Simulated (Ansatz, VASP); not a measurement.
**One calculation of Sb, two programs**

```
CELL_PARAMETERS angstrom
5.46518 0.00000 0.00000
-2.73259 4.73298 0.00000
0.00000 0.00000 3.25860
ATOMIC_POSITIONS crystal
Sb 0.00000 0.00000 0.00000
Sb 0.33333 0.66667 0.50000
Sb 0.66667 0.33333 0.50000
```

Alike in both runs: task single point; functional revPBE; k mesh 8 × 8 × 11; occupations fermi-dirac, width 0.1 eV; no spin polarisation.

|  | VASP | Ansatz |
| --- | --- | --- |
| version | VASP 6.6.1 | Ansatz 0.2.0 |
| potentials or method | VASP PAW PBE potentials, release 64 (Sb), cutoff 520 eV | plane waves (420 eV) with PAW, scalar-relativistic |
| valence electrons in the cell | 15 | 45 |

|  | VASP | Ansatz | Ansatz less VASP |
| --- | --- | --- | --- |
| pressure (GPa) | -0.4 | -0.2 | +0.16 |
| traceless stress, the component that is largest in VASP (GPa) | -1.07 | -1.08 | -0.001 |

VASP's potentials were made for PBE, not for revPBE. With one functional, cell and mesh, what is left measures potentials, basis and numerics. VASP's potentials hold 15 valence electrons a cell and Ansatz's 45, so a difference there can come from the potentials and not from the codes.

Neither program's run includes spin-orbit coupling.
